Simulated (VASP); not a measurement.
**Ag: electric field gradients with PBE**

Crystal: Ag.

```
Ag
1.0
     0.00000    2.00224    2.04310
     2.00224    0.00000    2.04310
     2.00224    2.00224    0.00000
Ag
1
Cartesian
  0.0000 0.0000 0.0000
```

This cell differs from its parent crystal: equal xx and yy strain of -2 %.

```yaml
Program: VASP 6.6.1
Task: electric field gradients
Functional: PBE
Potentials_or_basis: VASP PAW PBE potentials, release 64 (Ag)
Cutoff: 400 eV
k_mesh: 15 × 15 × 15
Occupations: fermi-dirac, width 0.05 eV
Spin: no spin polarisation
Dipole_correction: no
Further_INCAR_settings: ALGO = Normal; EDIFF = 1e-08; NBANDS = 12
```

```yaml
Pressure: 9.3 GPa
```

Stress tensor (GPa, compression positive):
```
9.52 0.00 0.00
0.00 9.52 0.00
0.00 0.00 8.90
```

Levels at points of the mesh, in eV from the Fermi level:
```csv
k point,band 2,band 3,band 4,band 5,band 6,band 7,band 8,band 9,band 10,band 11
"(0.00, 0.00, 0.00)",-5.21,-5.07,-5.07,-4.08,-3.94,15.95,19.56,19.86,19.86,24.67
```

It took 25 s on 1 thread of Intel Xeon 6975P-C, with other jobs on the host, peak memory 0.15 GiB.

Caveat: the cell differs from its parent crystal (equal xx and yy strain of -2 %); without QUAD_EFG the Cq values of the log hold for a quadrupole moment of 1 mb, not for the nuclei.
